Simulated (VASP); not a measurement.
Runs of VASP 6.6.1 on VSi2. The structure is that of space group P6_422 (No. 181), or close to it. The cells are those of the table. 

| task | cell | cutoff (eV) | gap on the mesh (eV) | pressure (GPa) |
| --- | --- | --- | --- | --- |
| single point | a = 4.473, b = 4.473, c = 6.269 Å, angles 90.0, 90.0, 120.0°, 9 atoms | 520 | none | 6.4 |
| relaxation of shape and atoms at fixed volume | relaxed from a = 4.476, b = 4.476, c = 6.259 Å, angles 90.0, 90.0, 120.0°, 9 atoms | 600 | none | 6.3 |
| single point | a = 4.321, b = 4.321, c = 6.094 Å, angles 90.0, 90.0, 120.0°, 9 atoms | 520 | none | 31.8 |
| single point | a = 4.571, b = 4.571, c = 6.374 Å, angles 90.0, 90.0, 120.0°, 9 atoms | 520 | none | (b) |
| single point | a = 4.423, b = 4.423, c = 6.213 Å, angles 90.0, 90.0, 120.0°, 9 atoms | 520 | none | 13.5 |
| single point | a = 4.372, b = 4.372, c = 6.154 Å, angles 90.0, 90.0, 120.0°, 9 atoms | 520 | none | (a) |
| single point | a = 4.619, b = 4.619, c = 6.423 Å, angles 90.0, 90.0, 120.0°, 9 atoms | 520 | none | -9.3 |

Alike in all rows: level PBEsol; potentials or basis VASP PAW PBE potentials, release 64 (V_sv, Si); no spin polarisation; k mesh 12 × 12 × 6; smearing gaussian 0.1 eV.

Question: Estimate the missing entries.

Answer: (a) 21.9; (b) -4.9.

Caveats: the PAW data sets were made with another functional, which shifts forces and pressure a little; the cell stands under pressure (at least some runs); the cell stands under tension (at least some runs).

A gap of «none» marks levels without a gap at the run's occupations.
